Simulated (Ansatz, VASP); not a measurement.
Two plane-wave programs on CdP2C

POSCAR

```
CdP2C
1.0
    3.2714596920      0.0000000000      0.0000000000
    0.0000000000      3.2714596920      0.0000000000
    0.0000000000      0.0000000000      5.9115106705
Cd P C
1 2 1
Direct
    0.0000000000      0.0000000000      0.0000000000
    0.0000000000      0.5000000000      0.3265445503
    0.5000000000      0.0000000000      0.6734554497
    0.5000000000      0.5000000000      0.5000000000
```

INCAR.step1

```
ALGO = Normal
EDIFF = 1E-4
ENCUT = 520
GGA = PE
ISMEAR = -1
LASPH = T
LCHARG = F
LREAL = F
LWAVE = T
NBANDS = 21
NELM = 60
PREC = Accurate
SIGMA = 0.02
```

INCAR.step2

```
ALGO = Normal
EDIFF = 1E-6
ENCUT = 520
ISIF = 2
ISMEAR = -1
ISTART = 1
LASPH = T
LCHARG = F
LMIXTAU = T
LREAL = F
LWAVE = F
METAGGA = R2SCAN
NBANDS = 21
NELM = 60
PREC = Accurate
SIGMA = 0.02
```

File KPOINTS:

```
k-points
0
Gamma
  6 6 4
```

Input for Ansatz:

```yaml
crystal:
  lattice:
    - [3.271459692, 0.0, 0.0]
    - [0.0, 3.271459692, 0.0]
    - [0.0, 0.0, 5.9115106705]
  atoms:
    - { symbol: Cd, position: [0.0, 0.0, 0.0] }
    - { symbol: P, position: [0.0, 0.5, 0.3265445503] }
    - { symbol: C, position: [0.5, 0.5, 0.5] }
    - { symbol: P, position: [0.5, 0.0, 0.6734554497] }
kpoints:
  mp_grid: { grid: [6, 6, 4] }
hamiltonian:
  xc: r2scan
scf:
  occupations: { method: fermi_dirac, width: 0.02 }
  n_extra_bands: 5
output:
  forces: true
  stress: true
  eigenvalues: true
```

Alike in both runs: task single point; functional r2SCAN; k mesh 6 × 6 × 4; occupations fermi-dirac, width 0.02 eV; no spin polarisation.

|  | VASP | Ansatz |
| --- | --- | --- |
| version | VASP 6.6.1 | Ansatz 0.2.0 |
| potentials or method | VASP PAW PBE potentials, release 64 (Cd, P, C) | plane waves, PAW |
| plane-wave cutoff (eV) | 520 | 500 |
| valence electrons in the cell | 26 | 34 |

Ansatz gave:

```
pressure (GPa)                     : 3.3
rms of the force components (eV/Å) : 0.058
```

What did VASP give for the same quantities?

Pressure (GPa): 3.4; rms of the force components (eV/Å): 0.088.

VASP's potentials were made for PBE, not for r2SCAN. VASP's potentials hold 26 valence electrons a cell and Ansatz's 34, so a difference there can come from the potentials and not from the codes.
